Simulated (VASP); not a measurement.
# BN (P6_3/mmc) in VASP: a series of runs, part 2 of 2

VASP 6.6.1. Earlier steps stand in the parts before.

## Step 3: Single point, r2SCAN (strain +0.1125 x Voigt [1, 1, 0, 0, 0, 0])

Input file POSCAR:

```
BN
1.0
    2.7856907710      0.0000000000      0.0000000000
   -1.3928453855      2.4124789748      0.0000000000
    0.0000000000      0.0000000000      6.6612000000
B N
2 2
Direct
    0.3333333333      0.6666666667      0.2500000000
    0.6666666667      0.3333333333      0.7500000000
    0.3333333333      0.6666666667      0.7500000000
    0.6666666667      0.3333333333      0.2500000000
```

Input file INCAR.step1:

```
PREC = Accurate ; ENCUT = 520
ISMEAR = 0 ; SIGMA = 0.05
LREAL = False ; LASPH = True
NELM = 80 ; NBANDS = 16
GGA = PE ; ALGO = Normal
EDIFF = 1E-4 ; LWAVE = True
LCHARG = False
```

Input file INCAR.step2:

```
PREC = Accurate ; ENCUT = 520
EDIFF = 1E-6 ; ISMEAR = 0
SIGMA = 0.05 ; LREAL = False
LASPH = True ; NELM = 80
ALGO = Normal ; ISIF = 2
LWAVE = False ; LCHARG = False
METAGGA = R2SCAN ; LMIXTAU = True
NBANDS = 16 ; ISTART = 1
```

Input file KPOINTS:

```
regular mesh
0
Gamma
  12 12 4
```

Potentials or basis: VASP PAW PBE potentials, release 64 (B, N).

Command:

```sh
cat potpaw_PBE.64/B/POTCAR potpaw_PBE.64/N/POTCAR > POTCAR
cp INCAR.step1 INCAR
mpirun -np 1 vasp_std > vasp.out
cp INCAR.step2 INCAR
mpirun -np 1 vasp_std > vasp.out
```

OUTCAR:

```text
PREC = Accurate
   ENCUT = 520
   EDIFF = 1E-6
   ISMEAR = 0
   LREAL = False
   LASPH = True
   NELM = 80
   ISIF = 2
   METAGGA = R2SCAN
   ISTART = 1

 ion  position               nearest neighbor table
   1  0.333  0.667  0.250-   4 1.61   4 1.61   4 1.61
   2  0.667  0.333  0.750-   3 1.61   3 1.61   3 1.61
   3  0.333  0.667  0.750-   2 1.61   2 1.61   2 1.61
   4  0.667  0.333  0.250-   1 1.61   1 1.61   1 1.61

  LATTYP: Found a hexagonal cell.
[... 656 lines left out ...]

  FORCE on cell =-STRESS in cart. coord.  units (eV):
  Direction    XX          YY          ZZ          XY          YZ          ZX
  --------------------------------------------------------------------------------------
  -------------------------------------------------------------------------------------
  Total      -20.4827265    -20.4827265     -0.0163507      0.0000000      0.0000000      0.0000000
  in kB     -733.0767291   -733.0767291     -0.5851925      0.0000000      0.0000000      0.0000000
  external PRESSURE =    -488.9128836 kB  Pullay stress =       0.0000000 kB

 VOLUME and BASIS-vectors are now :
 -----------------------------------------------------------------------------
  energy-cutoff  :      520.00
  volume of cell :       44.77
      direct lattice vectors                 reciprocal lattice vectors
     2.785690771  0.000000000  0.000000000     0.358977389  0.207255692  0.000000000
    -1.392845386  2.412478975  0.000000000     0.000000000  0.414511385  0.000000000
     0.000000000  0.000000000  6.661200000     0.000000000  0.000000000  0.150123101

 POSITION                                       TOTAL-FORCE (eV/Angst)
 -----------------------------------------------------------------------------------
     -0.00000      1.60832      1.66530        -0.000000      0.000000      0.000000
      1.39285      0.80416      4.99590         0.000000     -0.000000      0.000000
     -0.00000      1.60832      4.99590         0.000000     -0.000000      0.000000
      1.39285      0.80416      1.66530        -0.000000      0.000000      0.000000
 -----------------------------------------------------------------------------------
    total drift:                                0.000000     -0.000000      0.000000

  FREE ENERGIE OF THE ION-ELECTRON SYSTEM (eV)
  ---------------------------------------------------
  free  energy   TOTEN  =       -36.1952143427 eV

  energy  without entropy=      -36.1952143427  energy(sigma->0) =      -36.19521434
```

OSZICAR.step1:

```text
N       E                     dE             d eps       ncg     rms          rms(c)
DAV:   1     0.456371562714E+02    0.45637E+02   -0.75276E+03  1824   0.895E+02
DAV:   2    -0.313243270752E+02   -0.76961E+02   -0.69390E+02  2512   0.198E+02
DAV:   3    -0.350770367599E+02   -0.37527E+01   -0.37327E+01  2416   0.434E+01
DAV:   4    -0.351065093948E+02   -0.29473E-01   -0.29464E-01  2168   0.432E+00
DAV:   5    -0.351068176731E+02   -0.30828E-03   -0.30825E-03  2368   0.424E-01    0.909E+00
DAV:   6    -0.330808619458E+02    0.20260E+01   -0.44757E+00  2352   0.161E+01    0.385E+00
DAV:   7    -0.330330068173E+02    0.47855E-01   -0.30338E-01  2160   0.457E+00    0.261E+00
DAV:   8    -0.330082084337E+02    0.24798E-01   -0.14519E-01  2464   0.245E+00    0.602E-01
DAV:   9    -0.330009578366E+02    0.72506E-02   -0.12701E-02  2256   0.950E-01    0.131E-01
DAV:  10    -0.330016836833E+02   -0.72585E-03   -0.20166E-03  2160   0.293E-01    0.360E-02
DAV:  11    -0.330017921496E+02   -0.10847E-03   -0.11866E-04  2152   0.809E-02    0.138E-02
DAV:  12    -0.330017895534E+02    0.25962E-05   -0.98940E-06  1192   0.253E-02
   1 F= -.33001790E+02 E0= -.33001790E+02  d E =-.794554E-12
```

Wall time 2.5 min (1 thread of Intel Xeon 8259CL, shared host); peak memory 0.18 GiB.

Results:

```yaml
Free_energy: -36.1952 eV
Pressure: -48.9 GPa
Band_gap_on_the_k_mesh: 4.21 eV (least direct gap 4.43 eV)
```

Caveat: the cell differs from its parent crystal (strain +0.1125 x Voigt [1, 1, 0, 0, 0, 0]); the cell stands under tension; the PAW data sets were made with another functional, which shifts forces and pressure a little.

## Step 4: Single point, r2SCAN (strain +0.1312 x Voigt [1, 1, 0, 0, 0, 0])

POSCAR, as its differences from that of step 3:

```diff
@@ -2,4 +2,4 @@
 1.0
-    2.7856907710      0.0000000000      0.0000000000
-   -1.3928453855      2.4124789748      0.0000000000
+    2.8325154159      0.0000000000      0.0000000000
+   -1.4162577080      2.4530303068      0.0000000000
     0.0000000000      0.0000000000      6.6612000000
```

Input file INCAR.step1:

```
PREC     = Accurate       # precision mode
ENCUT    = 520            # plane-wave cutoff, eV
ISMEAR   = 0              # smearing method
SIGMA    = 0.05           # smearing width, eV
LREAL    = F              # projectors in reciprocal space
LASPH    = T              # aspherical terms in the spheres
NELM     = 100            # most SCF steps
NBANDS   = 16             # bands
GGA      = PE             # functional
ALGO     = Normal         # electronic algorithm
EDIFF    = 1E-4           # SCF threshold, eV
LWAVE    = T              # write WAVECAR
LCHARG   = F              # write CHGCAR
```

Input file INCAR.step2:

```
PREC     = Accurate       # precision mode
ENCUT    = 520            # plane-wave cutoff, eV
EDIFF    = 1E-7           # SCF threshold, eV
ISMEAR   = 0              # smearing method
SIGMA    = 0.05           # smearing width, eV
LREAL    = F              # projectors in reciprocal space
LASPH    = T              # aspherical terms in the spheres
NELM     = 100            # most SCF steps
ALGO     = Normal         # electronic algorithm
ISIF     = 2              # what is computed and relaxed
LWAVE    = F              # write WAVECAR
LCHARG   = T              # write CHGCAR
METAGGA  = R2SCAN         # meta-GGA
LMIXTAU  = T            
LELF     = T              # ELF
LVHAR    = T            
NBANDS   = 16             # bands
ISTART   = 1
```

Input file KPOINTS:

```
Automatic mesh
0
Gamma
  12 12 4
```

Command:

```sh
cat potpaw_PBE.64/B/POTCAR potpaw_PBE.64/N/POTCAR > POTCAR
cp INCAR.step1 INCAR
mpirun -np 1 vasp_std > vasp.out
cp INCAR.step2 INCAR
mpirun -np 1 vasp_std > vasp.out
```

Wall time 2.5 min (1 thread of Intel Xeon 8259CL, shared host); peak memory 0.18 GiB.

It converged, with:

| Property | Result |
| --- | --- |
| Free energy | -35.4775 eV |
| Pressure | -52.3 GPa |
| Band gap on the k mesh | 4.11 eV (least direct gap 4.29 eV) |

Stress tensor (GPa, compression positive):
```
-78.36   0.00   0.00
  0.00 -78.36   0.00
  0.00   0.00  -0.24
```

Levels at points of the mesh, in eV from the valence-band top:
| k point | band 4 | band 5 | band 6 | band 7 | band 8 | band 9 | band 10 | band 11 | band 12 | band 13 |
| --- | --- | --- | --- | --- | --- | --- | --- | --- | --- | --- |
| (0.00, 0.00, 0.00) | -2.47 | -1.68 | -1.68 | -1.60 | -1.60 | 4.50 | 6.84 | 9.07 | 9.34 | 9.34 |
| (0.50, 0.00, 0.00) | -7.82 | -3.76 | -3.64 | -1.28 | -0.18 | 4.11 | 5.32 | 6.75 | 6.80 | 11.64 |
| (0.00, 0.00, 0.50) | -3.81 | -1.64 | -1.64 | -1.64 | -1.64 | 5.95 | 5.95 | 9.20 | 9.20 | 9.43 |
| (0.50, 0.00, 0.50) | -7.89 | -3.70 | -3.70 | -0.69 | -0.69 | 4.42 | 4.42 | 6.89 | 6.89 | 12.23 |

Caveat: the cell differs from its parent crystal (strain +0.1312 x Voigt [1, 1, 0, 0, 0, 0]); the cell stands under tension; the PAW data sets were made with another functional, which shifts forces and pressure a little. A k mesh can miss the band edges.

## Step 5: Single point, r2SCAN (strain +0.1500 x Voigt [1, 1, 0, 0, 0, 0])

POSCAR, as its differences from that of step 4:

```diff
@@ -2,4 +2,4 @@
 1.0
-    2.8325154159      0.0000000000      0.0000000000
-   -1.4162577080      2.4530303068      0.0000000000
+    2.8795904600      0.0000000000      0.0000000000
+   -1.4397952300      2.4937984908      0.0000000000
     0.0000000000      0.0000000000      6.6612000000
```

Input file INCAR.step1:

```
PREC = Accurate ; ENCUT = 520
ISMEAR = 0 ; SIGMA = 0.05
LREAL = F ; LASPH = T
NELM = 60 ; NBANDS = 16
GGA = PE ; ALGO = Normal
EDIFF = 1E-4 ; LWAVE = T
LCHARG = F
```

Input file INCAR.step2:

```
PREC = Accurate ; ENCUT = 520
EDIFF = 1E-6 ; ISMEAR = 0
SIGMA = 0.05 ; LREAL = F
LASPH = T ; NELM = 60
ALGO = Normal ; ISIF = 2
LWAVE = F ; LCHARG = F
METAGGA = R2SCAN ; LMIXTAU = T
NBANDS = 16 ; ISTART = 1
```

KPOINTS is that of step 4.

Command:

```sh
cat potpaw_PBE.64/B/POTCAR potpaw_PBE.64/N/POTCAR > POTCAR
cp INCAR.step1 INCAR
mpirun -np 1 vasp_std > vasp.out
cp INCAR.step2 INCAR
mpirun -np 1 vasp_std > vasp.out
```

Run time: 2.1 min. Hardware: 1 thread of Intel Xeon 8259CL, shared host; peak memory 0.19 GiB.

The run converged. Its results:

- Free energy: -34.7014 eV
- Pressure: -54.9 GPa
- Band gap on the k mesh: 4.00 eV (least direct gap 4.16 eV)

Stress tensor (GPa, compression positive):
```
-82.10   0.00   0.00
  0.00 -82.10   0.00
  0.00   0.00  -0.43
```

Levels at points of the mesh, in eV from the valence-band top:
```
           k point  band 6  band 7  band 8  band 9  band 10  band 11
(0.00, 0.00, 0.00)   -1.70   -1.62   -1.62    4.15     6.10     8.74
(0.50, 0.00, 0.00)   -3.56   -1.26   -0.16    4.00     5.18     6.32
(0.00, 0.00, 0.50)   -1.66   -1.66   -1.66    5.41     5.41     8.78
(0.50, 0.00, 0.50)   -3.62   -0.66   -0.66    4.30     4.30     6.44
```

Caveat: the cell differs from its parent crystal (strain +0.1500 x Voigt [1, 1, 0, 0, 0, 0]); the cell stands under tension; the PAW data sets were made with another functional, which shifts forces and pressure a little. A k mesh can miss the band edges.

## Step 6: Overview

| cell | gap on the mesh (eV) | pressure (GPa) |
| --- | --- | --- |
| a = 2.692, b = 2.692, c = 6.661 Å, angles 90.0, 90.0, 120.0°, 4 atoms | 4.43 | -38.8 |
| a = 2.786, b = 2.786, c = 6.661 Å, angles 90.0, 90.0, 120.0°, 4 atoms | 4.21 | -48.9 |
| a = 2.833, b = 2.833, c = 6.661 Å, angles 90.0, 90.0, 120.0°, 4 atoms | 4.11 | -52.3 |
| a = 2.880, b = 2.880, c = 6.661 Å, angles 90.0, 90.0, 120.0°, 4 atoms | 4.00 | -54.9 |

Alike in all rows: task single point; level r2SCAN; potentials or basis VASP PAW PBE potentials, release 64 (B, N); no spin polarisation; k mesh 12 × 12 × 4; cutoff (eV) 520; smearing gaussian 0.05 eV.

Caveats: the cell stands under tension; the PAW data sets were made with another functional, which shifts forces and pressure a little.

Total energies depend on the potentials used, so only differences within one code and one set of settings carry meaning.
